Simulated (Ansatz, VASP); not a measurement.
# ScSbS3: VASP beside Ansatz

```
CELL_PARAMETERS angstrom
4.04304 0.00000 0.00000
0.00000 4.04304 0.00000
0.00000 0.00000 8.01475
ATOMIC_POSITIONS crystal
Sc 0.00000 0.00000 0.50000
Sb 0.50000 0.50000 0.50000
S 0.50000 0.50000 0.77102
S 0.50000 0.50000 0.22898
S 0.50000 0.50000 0.00000
```

Alike in both runs: task single point; functional PBE; k mesh 4 × 4 × 2; occupations gaussian, width 0.1 eV; no spin polarisation.

|  | VASP | Ansatz |
| --- | --- | --- |
| version | VASP 6.6.1 | Ansatz 0.2.0 |
| potentials or method | VASP PAW PBE potentials, release 64 (Sc_sv, Sb_d_GW, S), cutoff 500 eV | scalar-relativistic, plane waves, PAW |
| valence electrons in the cell | 44 | 44 |

|  | VASP | Ansatz | Ansatz less VASP |
| --- | --- | --- | --- |
| gap on the k mesh at the Fermi level (eV) | none | none | - |
| pressure (GPa) | 22.7 | 23.0 | +0.33 |
| traceless stress, the component that is largest in VASP (GPa) | 45.27 | 45.91 | +0.639 |
| rms of the force components (eV/Å) | 0.235 | 0.316 | +0.0810 |

Atom by atom the forces differ by 0.081 eV/Å (rms over components). A gap of «none» marks a metal or a gap that the smearing closes.

The k mesh is coarse, so the values compare programs but aren't converged. Spin-orbit coupling is off throughout.
